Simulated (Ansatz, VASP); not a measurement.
**HfO2 in VASP and in Ansatz**

```xyz
6
Lattice="4.7414 0.0000 0.0000 0.0000 4.7414 0.0000 0.0000 0.0000 3.2640" Properties=species:S:1:pos:R:3 pbc="T T T"
Hf    0.0000    0.0000    0.0000
Hf    2.3707    2.3707    1.6320
O     0.9197    3.8218    1.6320
O     1.4511    1.4511    0.0000
O     3.2904    3.2904    0.0000
O     3.8218    0.9197    1.6320
```

Alike in both runs: task single point; functional r2SCAN; k mesh 6 × 6 × 8; occupations gaussian, width 0.02 eV; no spin polarisation.

|  | VASP | Ansatz |
| --- | --- | --- |
| version | VASP 6.6.1 | Ansatz 0.2.0 |
| potentials or method | VASP PAW PBE potentials, release 64 (Hf_pv, O), cutoff 520 eV | scalar-relativistic, plane waves, PAW |
| valence electrons in the cell | 44 | 76 |

Ansatz gave:

| Item | Value |
| --- | --- |
| gap on the k mesh at the Fermi level (eV) | 4.65 |
| least direct gap on the mesh (eV) | 4.65 |
| pressure (GPa) | 5.4 |
| traceless stress, the component that is largest in VASP (GPa) | -5.42 |
| rms of the force components (eV/Å) | 0.000 |

What did VASP give for the same quantities?

gap on the k mesh at the Fermi level (eV): 4.60; least direct gap on the mesh (eV): 4.60; pressure (GPa): 2.1; traceless stress, the component that is largest in VASP (GPa): -6.03; rms of the force components (eV/Å): 0.016.

VASP's potentials were made for PBE, not for r2SCAN. Atom by atom the forces differ by 0.016 eV/Å (rms over components). The functional is the same, so the differences come from potentials, cutoffs and numerics. VASP's potentials hold 44 valence electrons a cell and Ansatz's 76, so a difference there can come from the potentials and not from the codes.

Neither program's run includes spin-orbit coupling.
